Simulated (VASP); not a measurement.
Here is a VASP 6.6.1 calculation.

The input POSCAR:

```
NaI
1.0
    4.5046454201      0.0000000000      0.0000000000
   -2.2523227100      3.9011373688      0.0000000000
    0.0000000000      0.0000000000      7.6757022934
Na I
2 2
Direct
    0.0000000000      0.0000000000      0.0000000000
    0.0000000000      0.0000000000      0.5000000000
    0.3333333333      0.6666666667      0.2500000000
    0.6666666667      0.3333333333      0.7500000000
```

The input INCAR.step1:

```
SYSTEM = NaI
PREC     = Accurate       ! precision mode
ENCUT    = 520            ! plane-wave cutoff, eV
EDIFF    = 1E-5           ! SCF threshold, eV
ISMEAR   = 0              ! smearing method
SIGMA    = 0.01           ! smearing width, eV
LREAL    = .FALSE.        ! projectors in reciprocal space
LASPH    = .TRUE.         ! aspherical terms in the spheres
NELM     = 80             ! most SCF steps
ALGO     = Normal         ! electronic algorithm
ISIF     = 2              ! what is computed and relaxed
LWAVE    = .TRUE.         ! write WAVECAR
NBANDS   = 22             ! bands
GGA      = PE             ! functional
KPAR     = 4
```

INCAR.step2

```
SYSTEM = NaI
PREC     = Accurate       ! precision mode
ENCUT    = 520            ! plane-wave cutoff, eV
EDIFF    = 1E-7           ! SCF threshold, eV
ISMEAR   = 0              ! smearing method
SIGMA    = 0.01           ! smearing width, eV
LREAL    = .FALSE.        ! projectors in reciprocal space
LASPH    = .TRUE.         ! aspherical terms in the spheres
NELM     = 80             ! most SCF steps
ALGO     = Normal         ! electronic algorithm
ISIF     = 2              ! what is computed and relaxed
LWAVE    = .FALSE.        ! write WAVECAR
LCHARG   = .TRUE.         ! write CHGCAR
GGA      = PE             ! functional
LHFCALC  = .TRUE.         ! exact exchange
AEXX     = 0.25           ! exact-exchange fraction
PRECFOCK = Normal       
LVHAR    = .TRUE.       
NBANDS   = 22             ! bands
ISTART   = 1            
KPAR     = 4
```

File KPOINTS:

```
regular mesh
0
G
  6 6 2
  0 0 0
```

Potentials or basis: VASP PAW PBE potentials, release 64 (Na_pv, I).

Command:

```sh
$ cat potpaw_PBE.64/Na_pv/POTCAR potpaw_PBE.64/I/POTCAR > POTCAR
$ cp INCAR.step1 INCAR
$ mpirun -np 4 vasp_std > vasp.out
$ cp INCAR.step2 INCAR
$ mpirun -np 4 vasp_std > vasp.out
```

Task: Predict the pressure.

Result: 0.2 GPa.

Task: What does it give for the band gap on the k mesh?

Result: 5.26 eV.

Caveat: the PAW data sets were made with another functional, which shifts forces and pressure a little; spin-orbit coupling is left out, which moves the levels of the heavy elements.
